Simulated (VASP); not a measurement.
Mo: relaxation of cell and atoms with r2SCAN

The system is Mo.

```xyz
1
Lattice="2.5848 0.0000 0.0000 0.0000 2.5848 0.0000 0.0000 0.0000 2.5848" Properties=species:S:1:pos:R:3 pbc="T T T"
Mo    0.0000    0.0000    0.0000
```

This isn't the form of Mo at room conditions, which is bcc.

```json
{"Program": "VASP 6.6.1", "Task": "relaxation of cell and atoms", "Functional": "r2SCAN", "Potentials or basis": "VASP PAW PBE potentials, release 64 (Mo_sv)", "Cutoff": "600 eV", "k mesh": "16 × 16 × 16", "Occupations": "gaussian, width 0.1 eV", "Spin": "no spin polarisation", "Dipole correction": "no", "Further INCAR settings": "ALGO = Normal; EDIFF = 1e-06; IBRION = 2; EDIFFG = -0.01; NSW = 100; ISIF = 3"}
```

The relaxed volume is 17.49 Å³/atom, the relaxed cell is a = 2.596 Å, b = 2.596 Å, c = 2.596 Å, α = 90.00°, β = 90.00°, γ = 90.00° and the space group after relaxing (to 0.1 Å) is Pm-3m (No. 221). The energy gained by relaxing is 1.8 meV/atom, the ionic steps are 3 and the pressure after relaxing is 0.0 GPa. The band gap on the k mesh is zero (bands 7 and 8 overlap by 2.71 eV).

The path:
| step | energy change (eV) | largest force (eV/Å) | pressure (GPa) | volume (Å³) |
| --- | --- | --- | --- | --- |
| 1 | 0.0000 | 0.0000 | 2.66 | 17.27 |
| 2 | 0.0070 | 0.0000 | -5.44 | 18.00 |
| 3 | -0.0018 | 0.0000 | -0.02 | 17.49 |

Final structure:
```
Mo
1.0
     2.59582    0.00000    0.00000
     0.00000    2.59582    0.00000
     0.00000    0.00000    2.59582
Mo
1
Direct
  0.00000 0.00000 0.00000
```

Levels at points of the mesh, in eV from the Fermi level:
| k point | band 3 | band 4 | band 5 | band 6 | band 7 | band 8 | band 9 | band 10 | band 11 |
| --- | --- | --- | --- | --- | --- | --- | --- | --- | --- |
| (0.00, 0.00, 0.00) | -35.49 | -35.49 | -6.82 | -4.49 | -4.49 | 4.17 | 4.17 | 4.17 | 16.54 |
| (0.50, 0.00, 0.00) | -35.34 | -35.34 | -3.66 | -3.54 | 0.04 | 0.83 | 0.83 | 4.50 | 9.64 |
| (0.50, 0.50, 0.00) | -36.87 | -35.20 | -5.52 | -2.42 | 1.51 | 1.51 | 6.10 | 6.10 | 6.30 |
| (0.50, 0.50, 0.50) | -36.66 | -36.66 | -3.82 | -3.82 | -3.82 | 6.52 | 6.52 | 8.16 | 13.52 |

It took 6.2 min on 1 thread of Intel Xeon 8259CL, on a shared host, peak memory 0.18 GiB.

Caveat: the PAW data sets were made with another functional, which shifts forces and pressure a little.
